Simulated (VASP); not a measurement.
# Se in VASP: further runs

Aim: see how the results for Se move with the level of theory and the settings. Levels: PBE, PBEsol. Tasks: single point.

All numbers are computed with VASP 6.6.1; they aren't measurements. Logs are shortened: lines on timing, memory, paths and dates and some standing lists are left out, and cuts for length are marked.

### 1 The cell of the first run

It takes space group P3_121 (No. 152, trigonal). Conventional cell: a = 3.369 Å, b = 3.369 Å, c = 5.263 Å, α = 90.00°, β = 90.00°, γ = 120.00°. Within 3.3 Å of Se (site symmetry 2) lie 6 Se at 2.53 to 2.67 Å.

### 2 Single point, PBE

Contents of INCAR:

```
ALGO = Normal
EDIFF = 1E-6
ENCUT = 520
GGA = PE
ISIF = 2
ISMEAR = -1
LASPH = T
LCHARG = F
LREAL = F
LWAVE = F
NBANDS = 16
NELM = 100
PREC = Accurate
SIGMA = 0.05
```

Contents of KPOINTS:

```
k-points
0
Gamma
  7 7 6
```

Contents of POSCAR:

```
Se
1.0
    3.3685015231      0.0000000000      0.0000000000
   -1.6842507615      2.9172078917      0.0000000000
    0.0000000000      0.0000000000      5.2634931868
Se
3
Direct
    0.6887141022      0.6887141022      0.0000000000
    0.0000000000      0.3112858978      0.6666666667
    0.3112858978      0.0000000000      0.3333333333
```

Potentials or basis: VASP PAW PBE potentials, release 64 (Se).

Launch:

```bash
$ cat potpaw_PBE.64/Se/POTCAR > POTCAR
$ mpirun -np 1 vasp_std > vasp.out
```

OUTCAR:

```text
EDIFF = 1E-6
   ENCUT = 520
   GGA = PE
   ISIF = 2
   ISMEAR = -1
   LASPH = T
   LREAL = F
   NELM = 100
   PREC = Accurate

 ion  position               nearest neighbor table
   1  0.689  0.689  0.000-   2 2.53   3 2.53   2 2.67   3 2.67   3 2.67   2 2.67
   2  0.000  0.311  0.667-   1 2.53   3 2.53   1 2.67   1 2.67   3 2.67   3 2.67
   3  0.311  0.000  0.333-   1 2.53   2 2.53   1 2.67   1 2.67   2 2.67   2 2.67

  LATTYP: Found a hexagonal cell.
 ALAT       =     3.3685015231
 C/A-ratio  =     1.5625622107

  Lattice vectors:

 A1 = (   3.3685015231,   0.0000000000,   0.0000000000)
 A2 = (  -1.6842507615,   2.9172078917,   0.0000000000)
 A3 = (   0.0000000000,   0.0000000000,   5.2634931868)

Analysis of symmetry for initial positions (statically):
=====================================================================
 Subroutine PRICEL returns:
 Original cell was already a primitive cell.

 Routine SETGRP: Setting up the symmetry group for a
 hexagonal supercell.

 Subroutine GETGRP returns: Found  6 space group operations
 (whereof  2 operations were pure point group operations)
 out of a pool of 24 trial point group operations.

The static configuration has the point symmetry C_2 .
 The point group associated with its full space group is D_3 .

Analysis of symmetry for dynamics (positions and initial velocities):
=====================================================================
 Subroutine PRICEL returns:
 Original cell was already a primitive cell.

 Routine SETGRP: Setting up the symmetry group for a
 hexagonal supercell.

 Subroutine GETGRP returns: Found  6 space group operations
 (whereof  2 operations were pure point group operations)
 out of a pool of 24 trial point group operations.

The dynamic configuration has the point symmetry C_2 .
 The point group associated with its full space group is D_3 .

 Subroutine INISYM returns: Found  6 space group operations
 (whereof  2 operations are pure point group operations),
 and found     1 'primitive' translations

----------------------------------------------------------------------------------------

                                     Primitive cell

  volume of cell :      51.7223
[... 86 lines left out ...]
   LNONCOLLINEAR =      F non collinear calculations
   LSORBIT =      F    spin-orbit coupling
   LASPH  =      T    aspherical Exc in radial PAW
   ENCUT  =  520.0 eV  38.22 Ry    6.18 a.u.   6.26  6.26  9.79*2*pi/ulx,y,z
   NELM   =    100;   NELMIN=  2; NELMDL= -5     # of ELM steps
   EDIFF  = 0.1E-05   stopping-criterion for ELM
   LREAL  =      F    real-space projection
   EDIFFG = 0.1E-04   stopping-criterion for IOM
   NSW    =      0    number of steps for IOM
   IBRION =     -1    ionic relax: 0-MD 1-quasi-New 2-CG
   NFREE  =      0    steps in history (QN), initial steepest desc. (CG)
   ISIF   =      2    stress and relaxation
   ISYM   =      2    0-nonsym 1-usesym 2-fastsym
   POTIM  = 0.5000    time-step for ionic-motion
   TEBEG  =    0.0;   TEEND  =   0.0 temperature during run
   PSTRESS=    0.0 pullay stress
   NELECT =      18.0000    total number of electrons
   NUPDOWN=      -1.0000    fix difference up-down
   EMIN   =  10.00;   EMAX   =-10.00  energy-range for DOS
   EFERMI =   0.00;   METHOD = LEGACY
   ISMEAR =    -1;   SIGMA  =   0.05  broadening in eV -4-tet -1-fermi 0-gaus
   EFERMI_NEDOS =   21; number of points for ismear=-14 and -15
   IALGO  =     38    algorithm
   IMIX   =      4    mixing-type and parameters
     AMIX     =   0.40;   BMIX     =  1.00
     AMIX_MAG =   1.60;   BMIX_MAG =  1.00
  volume/ion in A,a.u.               =      17.24       116.35
  Fermi-wavevector in a.u.,A,eV,Ry     =   1.151524  2.176065 18.041423  1.326007
  Thomas-Fermi vector in A             =   2.288181
   LORBIT       =      0    0 simple, 1 ext, 2 COOP (PROOUT), +10 PAW based schemes
   GGA     = PE    functional components
   LHFCALC =     F    Hartree Fock is set to
   AEXX    =    0.0000 exact exchange contribution
   IVDW    =     0    specifies the selected vdW correction
   LEPSILON=     F    determine dielectric tensor
   LRPA    =     F    only Hartree local field effects (RPA)
 non-spin polarized calculation
  energy-cutoff  :      520.00
  volume of cell :       51.72
 maximum number of plane-waves:      1412
 NGX is ok and might be reduce to    28
   NGX = 13   NGY = 13   NGZ = 19

 number of electron      17.9999999 magnetization

 Free energy of the ion-electron system (eV)
  ---------------------------------------------------
  ext. energy  EPLUGINS =         0.00000000
  ---------------------------------------------------
  free energy    TOTEN  =        -8.73393060 eV

  energy without entropy =       -8.72581815  energy(sigma->0) =       -8.72987438

 E-fermi :   8.1629     XC(G=0): -11.2208

 val. band max:        8.1608455243   @ k =   0.4286   0.0000   0.5000
 cond. band min:       8.2041355765   @ k =  -0.1429   0.4286   0.3333
 fundamental gap:      0.0432900522
 Fermi energy:         8.1628914502

 k-point     1 :       0.0000    0.0000    0.0000
  band No.  band energies     occupation
      1     -10.4337      2.00000
      2      -5.6397      2.00000
      3      -5.6397      2.00000
      4       5.4598      2.00000
      5       5.8015      2.00000
      6       5.8015      2.00000
[... 433 lines left out ...]
      3      -3.5257      2.00000
      4       2.0703      2.00000
      5       2.5568      2.00000
      6       4.0527      2.00000
[... 8 lines left out ...]
     15      16.7451      0.00000
     16      17.4887      0.00000

 [... further k-points ...]

------------------------ aborting loop because EDIFF is reached ----------------------------------------

  FORCE on cell =-STRESS in cart. coord.  units (eV):
  Direction    XX          YY          ZZ          XY          YZ          ZX
  --------------------------------------------------------------------------------------
  -------------------------------------------------------------------------------------
  Total        9.7435506      9.7435506      9.8052130      0.0000000      0.0000000     -0.0000000
  in kB      301.8211249    301.8211249    303.7312114      0.0000000      0.0000000     -0.0000000
  external PRESSURE =     302.4578204 kB  Pullay stress =       0.0000000 kB

 VOLUME and BASIS-vectors are now :
 -----------------------------------------------------------------------------
  energy-cutoff  :      520.00
  volume of cell :       51.72
      direct lattice vectors                 reciprocal lattice vectors
     3.368501523  0.000000000  0.000000000     0.296867908  0.171396767  0.000000000
    -1.684250761  2.917207892  0.000000000     0.000000000  0.342793533  0.000000000
     0.000000000  0.000000000  5.263493187     0.000000000  0.000000000  0.189987897

 POSITION                                       TOTAL-FORCE (eV/Angst)
 -----------------------------------------------------------------------------------
      1.15997      2.00912      0.00000        -0.003155     -0.005465      0.000000
     -0.52428      0.90809      3.50900        -0.003155      0.005465      0.000000
      1.04857      0.00000      1.75450         0.006310     -0.000000     -0.000000
 -----------------------------------------------------------------------------------
    total drift:                                0.000000      0.000000      0.000000

  FREE ENERGIE OF THE ION-ELECTRON SYSTEM (eV)
  ---------------------------------------------------
  free  energy   TOTEN  =        -8.7339306018 eV

  energy  without entropy=       -8.7258181521  energy(sigma->0) =       -8.72987438
```

stdout:

```text
POSCAR found type information on POSCAR Se
 POSCAR found :  1 types and       3 ions
 scaLAPACK will be used
 LDA part: xc-table for (Slater+PW92), standard interpolation
 POSCAR, INCAR and KPOINTS ok, starting setup
 FFT: planning ... GRIDC
 FFT: planning ... GRID_SOFT
 FFT: planning ... GRID
 WAVECAR not read
 entering main loop
```

Run time: 26 s. Hardware: 1 thread of Intel Xeon Platinum 8259CL at 2.50GHz (Skylake/Cascade Lake), shared host; peak memory 0.18 GiB.

Results:

- Free energy: -8.7339 eV
- Pressure: 30.2 GPa
- Largest force: 0.006 eV/Å
- Band gap on the k mesh: zero (band 9 reaches 8.29 eV, above the bottom of band 10 at 7.34 eV)

Forces on the atoms (eV/Å):
```
Se  -0.003 -0.005  0.000
Se  -0.003  0.005  0.000
Se   0.006  0.000  0.000
```

### 3 Single point, PBEsol

This run uses another cell than the first one, of 16.46 Å³/atom, 0.955 times its volume.

Contents of INCAR:

```
PREC = Accurate ; ENCUT = 520
EDIFF = 1E-6 ; ISMEAR = -1
SIGMA = 0.05 ; LREAL = F
LASPH = T ; NELM = 100
ALGO = Normal ; ISIF = 2
LWAVE = F ; LCHARG = F
GGA = PS ; NBANDS = 16
```

Contents of KPOINTS:

```
regular mesh
0
Gamma
  7 7 6
```

Contents of POSCAR:

```
Se
1.0
    3.2413097263      0.0000000000      0.0000000000
   -1.6206548631      2.8070565645      0.0000000000
    0.0000000000      0.0000000000      5.4286054360
Se
3
Direct
    0.6666415358      0.6666415358      0.0000000000
    0.0000000000      0.3333584642      0.6666666667
    0.3333584642      0.0000000000      0.3333333333
```

Potentials or basis: VASP PAW PBE potentials, release 64 (Se).

Launch:

```bash
$ cat potpaw_PBE.64/Se/POTCAR > POTCAR
$ mpirun -np 1 vasp_std > vasp.out
```

Wall time 32 s (1 thread of AMD EPYC 7R13, shared host); peak memory 0.14 GiB.

The run converged. Its results:

- Free energy: -10.0088 eV
- Pressure: 30.4 GPa
- Band gap on the k mesh: zero (band 9 reaches 9.56 eV, above the bottom of band 10 at 6.96 eV)

Stress tensor (GPa, compression positive):
```
30.32  0.00  0.00
 0.00 30.32  0.00
 0.00  0.00 30.63
```

Levels at points of the mesh, in eV from the Fermi level:
```csv
k point,band 6,band 7,band 8,band 9,band 10,band 11,band 12,band 13
"(0.00, 0.00, 0.00)",-1.61,-1.61,-1.61,-1.61,2.16,2.16,4.06,5.40
"(0.00, 0.00, 0.50)",-2.14,0.21,0.21,0.21,0.21,2.04,2.04,4.11
```

Caveat: the PAW data sets were made with another functional, which shifts forces and pressure a little.
